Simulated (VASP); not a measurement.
**GaAs: single point with LDA**

Crystal: GaAs.

```
CELL_PARAMETERS angstrom
0.00000 2.82685 2.82685
2.82685 0.00000 2.82685
2.82685 2.82685 0.00000
ATOMIC_POSITIONS crystal
Ga 0.00000 0.00000 0.00000
As 0.75000 0.75000 0.75000
```

```yaml
Program: VASP 6.6.1
Task: single point
Functional: LDA
Potentials_or_basis: VASP PAW LDA potentials, release 64 (Ga_d, As)
Cutoff: 520 eV
k_mesh: 11 × 11 × 11
Occupations: fermi-dirac, width 0.05 eV
Spin: no spin polarisation
```

The pressure is -1.6 GPa. The band gap on the k mesh is 0.33 eV.

Levels at points of the mesh, in eV from the valence-band top:
```
           k point  band 6  band 7  band 8  band 9  band 10  band 11  band 12  band 13
(0.00, 0.00, 0.00)  -12.76    0.00    0.00    0.00     0.33     3.67     3.67     3.67
```

Wall time 44 s on 1 thread of Intel Xeon 8259CL (shared host), peak memory 0.18 GiB.

Caveat: semilocal functionals underestimate gaps, and a narrow one can read as zero.
